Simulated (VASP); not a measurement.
The system is AlNi.

```
Ni Al
1.0
     2.84206    0.00000    0.00000
     0.00000    2.84206    0.00000
     0.00000    0.00000    2.84206
Ni Al
1 1
Cartesian
  1.4210 1.4210 1.4210
  0.0000 0.0000 0.0000
```

Base run:

| Quantity | Value |
| --- | --- |
| Program | VASP 6.6.1 |
| Functional | PBEsol |
| Potentials or basis | VASP PAW PBE potentials, release 64 (Ni, Al) |
| Cutoff | 520 eV |
| k mesh | 9 × 9 × 9 |
| Occupations | fermi-dirac, width 0.05 eV |
| Spin | collinear spin, ferromagnetic start |
| Starting moments | [1.0, 0.0] μB |

Its results: pressure 3.9 GPa; net moment 0.00 μB per cell.

The run is repeated on the same cell with these changes: functional from PBEsol to LDA; potentials or basis from VASP PAW PBE potentials, release 64 (Ni, Al) to VASP PAW LDA potentials, release 64 (Ni, Al). What comes out?

Pressure -1.7 GPa; net moment 0.00 μB per cell.

Caveats: the cell stands under pressure (at least some runs); the PAW data sets were made with another functional, which shifts forces and pressure a little (at least some runs).
